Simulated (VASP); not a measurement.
Si18N24O (a cell with a defect): single point with r2SCAN

Si18N24O (a cell with a defect):

```
CELL_PARAMETERS angstrom
7.66339 0.00000 0.00000
-3.83169 6.63669 0.00000
0.00000 0.00000 8.77842
ATOMIC_POSITIONS crystal
Si 0.22665 0.82555 0.25498
Si 0.40711 0.23457 0.08399
Si 0.82728 0.59529 0.07571
Si 0.17337 0.40763 0.24983
Si 0.59315 0.76638 0.25067
Si 0.76756 0.17418 0.08269
Si 0.19486 0.83828 0.59494
Si 0.39613 0.23019 0.41848
Si 0.81734 0.57951 0.41187
Si 0.17013 0.41956 0.58400
Si 0.58349 0.77121 0.58481
Si 0.76637 0.17265 0.41641
Si 0.24145 0.83673 0.91805
Si 0.41964 0.24586 0.75117
Si 0.85294 0.64412 0.73310
Si 0.17362 0.40803 0.91610
Si 0.59123 0.77002 0.91533
Si 0.76230 0.18439 0.74973
N 0.33223 0.66872 0.25220
N 0.66699 0.33401 0.08103
N 0.96419 0.66471 0.24499
N 0.30163 0.97375 0.08964
N 0.66921 0.70033 0.08210
N 0.33134 0.30570 0.24866
N 0.02980 0.33171 0.08375
N 0.70013 0.02793 0.24881
N 0.32674 0.67901 0.58444
N 0.65313 0.32095 0.40671
N 0.96361 0.60113 0.56315
N 0.28166 0.97000 0.41860
N 0.66896 0.69906 0.41814
N 0.33110 0.30950 0.58450
N 0.02956 0.32108 0.41290
N 0.70167 0.03498 0.58308
N 0.33212 0.66874 0.92374
N 0.67843 0.35692 0.75174
N 0.97686 0.67924 0.91513
N 0.35013 0.98886 0.75946
N 0.64674 0.68889 0.74993
N 0.32930 0.30209 0.91902
N 0.02944 0.33107 0.75246
N 0.70553 0.03302 0.91706
O 0.01579 0.89314 0.67249
```

* Program: VASP 6.6.1
* Task: single point
* Functional: r2SCAN
* Potentials or basis: VASP PAW PBE potentials, release 64 (Si, N, O)
* Cutoff: 580 eV
* k mesh: 1 × 1 × 1, shifted
* Occupations: fermi-dirac, width 0.01 eV
* Spin: no spin polarisation
* Dipole correction: no
* Charge: -2
* Further INCAR settings: LREAL = Auto; ALGO = Normal; EDIFF = 1e-06; NBANDS = 126; ISYM = -1; NELECT = 200.0

```
Largest force : 0.411 eV/Å
```

Forces on the atoms (eV/Å):
```
Si  -0.047 -0.033  0.004
Si   0.001 -0.043  0.005
Si  -0.033  0.026  0.001
Si   0.038 -0.043  0.016
Si  -0.017  0.074 -0.004
Si   0.058  0.042 -0.022
Si  -0.059  0.006 -0.062
Si   0.042 -0.042 -0.008
Si   0.071 -0.058  0.063
Si   0.065 -0.056  0.029
Si  -0.037  0.053  0.068
Si   0.040  0.008  0.017
Si   0.027 -0.041  0.017
Si   0.051 -0.037  0.018
Si  -0.046  0.045  0.009
Si   0.025 -0.029 -0.017
Si  -0.003  0.009 -0.048
Si   0.136  0.065 -0.017
N    0.000 -0.012 -0.003
N   -0.004 -0.010  0.000
N   -0.025 -0.016 -0.013
N    0.008 -0.016 -0.011
N   -0.041  0.008  0.006
N    0.024 -0.023 -0.006
N    0.026  0.020  0.017
N   -0.017  0.035 -0.008
N    0.125 -0.114  0.001
N    0.002  0.022  0.028
N   -0.286  0.296  0.000
N   -0.013 -0.013 -0.002
N   -0.045  0.006 -0.038
N    0.094 -0.053 -0.026
N   -0.028  0.077 -0.020
N   -0.045  0.054 -0.030
N    0.018  0.017 -0.026
N   -0.044 -0.197 -0.012
N   -0.017  0.048  0.004
N   -0.246 -0.075  0.058
N   -0.007  0.157 -0.019
N    0.049 -0.002  0.022
N    0.034  0.079  0.004
N   -0.058  0.037  0.039
O    0.183 -0.274 -0.036
```

Levels at points of the mesh, in eV from the Fermi level:
| k point | band 98 | band 99 | band 100 | band 101 | band 102 | band 103 |
| --- | --- | --- | --- | --- | --- | --- |
| (0.25, 0.25, 0.25) | -1.15 | -0.87 | -0.31 | 4.30 | 4.50 | 4.62 |

Run time: 16 min on 1 thread of Intel Xeon 8259CL (shared host), peak memory 0.63 GiB.

Caveat: the cell carries a net charge on a neutralising background, which shifts energy and pressure; the cell is charged against a uniform background, so pressure and absolute levels hang on convention; the PAW data sets were made with another functional, which shifts forces and pressure a little.
